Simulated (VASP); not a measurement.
The system is Se.

```xyz
3
Lattice="4.5204 0.0000 0.0000 -2.2602 3.9148 0.0000 0.0000 0.0000 5.0453" Properties=species:S:1:pos:R:3 pbc="T T T"
Se    0.9896    0.0000    1.6818
Se    4.0256    0.8570    3.3635
Se    1.7654    3.0577    0.0000
```

Base run:

* Program: VASP 6.6.1
* Functional: PBE
* Potentials or basis: VASP PAW PBE potentials, release 64 (Se)
* Cutoff: 520 eV
* k mesh: 4 × 4 × 3
* Occupations: fermi-dirac, width 0.05 eV
* Spin: no spin polarisation

Its results: band gap on the k mesh 1.70 eV, indirect (least direct gap 1.91 eV); pressure 0.1 GPa.

Problem. The run is repeated on the same cell with these changes: k mesh from 4 × 4 × 3 to 2 × 2 × 1. What comes out?

Solution. Band gap on the k mesh 2.27 eV, direct; pressure -2.1 GPa.

Caveats: some runs use coarse meshes; forces of over 1 eV/Å act on the atoms, so gaps and moduli don't describe the material at rest (some runs).

A k mesh can miss the band edges.
